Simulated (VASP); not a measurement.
Write the native input for VASP 6.6.1 that does the following.

```
Task                   : single point
Functional             : PBEsol
Potentials or basis    : VASP PAW PBE potentials, release 64 (K_sv, F)
Cutoff                 : 520 eV
k mesh                 : 6 × 6 × 6
Occupations            : fermi-dirac, width 0.05 eV
Spin                   : no spin polarisation
Dipole correction      : no
Further INCAR settings : ALGO = Normal; EDIFF = 1e-06; NBANDS = 15
```

The structure of KF (Carobbiite) lies in POSCAR:

```
KF
1.0
    0.0000000000      2.6718500000      2.6718500000
    2.6718500000      0.0000000000      2.6718500000
    2.6718500000      2.6718500000      0.0000000000
K F
1 1
Direct
    0.0000000000      0.0000000000      0.0000000000
    0.5000000000      0.5000000000      0.5000000000
```

The input as run:

INCAR

```
PREC = Accurate ; ENCUT = 520
EDIFF = 1E-6 ; ISMEAR = -1
SIGMA = 0.05 ; LREAL = False
LASPH = True ; NELM = 60
ALGO = Normal ; ISIF = 2
LWAVE = False ; LCHARG = False
GGA = PS ; NBANDS = 15
```

KPOINTS

```
regular mesh
0
Gamma
  6 6 6
```

Potentials or basis: VASP PAW PBE potentials, release 64 (K_sv, F).

Launch:

```console
$ cat potpaw_PBE.64/K_sv/POTCAR potpaw_PBE.64/F/POTCAR > POTCAR
$ mpirun -np 1 vasp_std > vasp.out
```

It gave:

```
Pressure               : -0.6 GPa
Band gap on the k mesh : 6.03 eV, direct
```

Caveat: the PAW data sets were made with another functional, which shifts forces and pressure a little.

It took 12 s on 1 thread of Intel(R) Xeon(R) Platinum 8259CL CPU @ 2.50GHz (Skylake/Cascade Lake) (shared host), peak memory 0.15 GiB.
